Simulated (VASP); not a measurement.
A run of VASP 6.6.1:

INCAR

```
SYSTEM = CdO
ALGO = Normal
EDIFF = 1E-6
ENCUT = 600
GGA_COMPAT = .False.
ISIF = 2
ISMEAR = 0
LASPH = .True.
LCHARG = .False.
LREAL = .False.
LWAVE = .False.
NBANDS = 16
NELM = 120
PREC = Accurate
SIGMA = 0.01
```

Contents of KPOINTS:

```
k-points
0
Gamma
  14 14 14
  0 0 0
```

File POSCAR:

```
CdO
1.0
    0.0000000000      2.1299120087      2.1299120087
    2.1299120087      0.0000000000      2.1299120087
    2.1299120087      2.1299120087      0.0000000000
Cd O
1 1
Direct
    0.0000000000      0.0000000000      0.0000000000
    0.5000000000      0.5000000000      0.5000000000
```

Potentials or basis: VASP PAW LDA potentials, release 64 (Cd, O).

Command:

```bash
$ cat potpaw_LDA.64/Cd/POTCAR potpaw_LDA.64/O/POTCAR > POTCAR
$ mpirun -np 1 vasp_std > vasp.out
```

Hardware: 1 thread of Intel(R) Xeon(R) Platinum 8259CL CPU @ 2.50GHz (Skylake/Cascade Lake), with other jobs on the host.

Question: Estimate the wall time of this run.

Answer: Run time: 18 s on 1 thread of Intel(R) Xeon(R) Platinum 8259CL CPU @ 2.50GHz (Skylake/Cascade Lake), on a shared host, peak memory 0.16 GiB. Counts: scf iterations 12, k points 104.
